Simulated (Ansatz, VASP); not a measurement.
# SnO2: VASP beside Ansatz

```
Sn O
1.0
    -2.00519    2.00519    5.12460
     2.00519   -2.00519    5.12460
     2.00519    2.00519   -5.12460
Sn O
2 4
Direct
  0.75000 0.25000 0.50000
  0.00000 0.00000 0.00000
  0.79713 0.79713 0.00000
  0.95287 0.45287 0.50000
  0.20287 0.20287 0.00000
  0.54713 0.04713 0.50000
```

Alike in both runs: task single point; functional PBEsol; k mesh 10 × 10 × 10; occupations gaussian, width 0.05 eV; no spin polarisation.

|  | VASP | Ansatz |
| --- | --- | --- |
| version | VASP 6.6.1 | Ansatz 0.2.0 |
| potentials or method | VASP PAW PBE potentials, release 64 (Sn_d, O), cutoff 520 eV | scalar-relativistic, plane waves, PAW |
| valence electrons in the cell | 52 | 52 |

|  | VASP | Ansatz | Ansatz less VASP |
| --- | --- | --- | --- |
| gap on the k mesh at the Fermi level (eV) | 1.54 | 1.55 | +0.007 |
| least direct gap on the mesh (eV) | 1.91 | 1.91 | +0.005 |
| pressure (GPa) | 0.7 | 0.0 | -0.67 |
| traceless stress, the component that is largest in VASP (GPa) | 0.18 | -0.04 | -0.216 |
| rms of the force components (eV/Å) | 0.015 | 0.001 | -0.0144 |

VASP's potentials were made for PBE, not for PBEsol, and Ansatz warns of the same on its side. Atom by atom the forces differ by 0.014 eV/Å (rms over components). With one functional, cell and mesh, what is left measures potentials, basis and numerics.
